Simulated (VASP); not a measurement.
Si8N: single point with PBE

Si8N:

```
CELL_PARAMETERS angstrom
6.41879 0.00000 0.00000
0.00000 6.41879 0.00000
0.00000 0.00000 3.35993
ATOMIC_POSITIONS crystal
Si 0.20270 0.50000 0.50000
Si 0.79730 0.50000 0.50000
Si 0.50000 0.20270 0.50000
Si 0.50000 0.79730 0.50000
Si 0.72612 0.00000 0.00000
Si 0.27388 0.00000 0.00000
Si 0.00000 0.72612 0.00000
Si 0.00000 0.27388 0.00000
N 0.50000 0.50000 0.50000
```

The cell was generated, and may not be a known phase.

```json
{
 "Program": "VASP 6.6.1",
 "Task": "single point",
 "Functional": "PBE",
 "Potentials or basis": "VASP PAW PBE potentials, release 64 (Si, N)",
 "Cutoff": "520 eV",
 "k mesh": "4 × 4 × 6",
 "Occupations": "gaussian, width 0.1 eV",
 "Spin": "no spin polarisation",
 "Dipole correction": "no",
 "Further INCAR settings": "ALGO = Normal; EDIFF = 1e-06; NBANDS = 28"
}
```

- Pressure: 0.0 GPa
- Largest force: 0.012 eV/Å
- Band gap on the k mesh: zero (an odd number of electrons rules out a gap without spin polarisation)

Forces on the atoms (eV/Å):
```
Si  -0.012  0.000  0.000
Si   0.012  0.000  0.000
Si   0.000 -0.012  0.000
Si   0.000  0.012  0.000
Si  -0.003  0.000  0.000
Si   0.003  0.000  0.000
Si   0.000 -0.003  0.000
Si   0.000  0.003  0.000
N    0.000  0.000  0.000
```

Levels at points of the mesh, in eV from the Fermi level:
```
           k point  band 15  band 16  band 17  band 18  band 19  band 20  band 21  band 22
(0.00, 0.00, 0.00)    -0.54     0.16     0.16     0.30     0.77     1.70     1.73     1.73
(0.50, 0.00, 0.00)    -1.44    -0.85    -0.44    -0.30     1.15     1.42     1.83     2.28
(0.50, 0.50, 0.00)    -1.27    -0.39    -0.39     0.48     0.86     1.54     1.54     1.85
(0.00, 0.00, 0.50)    -3.15    -2.82    -2.82    -1.56    -1.56    -1.45     0.31     2.06
(0.50, 0.00, 0.50)    -3.56    -2.14    -1.98    -0.87     0.14     0.22     0.81     1.14
(0.50, 0.50, 0.50)    -2.95    -2.95    -2.53    -2.12    -0.91    -0.36    -0.36     0.53
```

It took 73 s on 1 thread of Intel(R) Xeon(R) Platinum 8259CL CPU @ 2.50GHz (Skylake/Cascade Lake) (shared host), peak memory 0.26 GiB.

Caveat: an odd number of electrons without spin polarisation forces a metal; a magnetic or distorted state may lie lower.
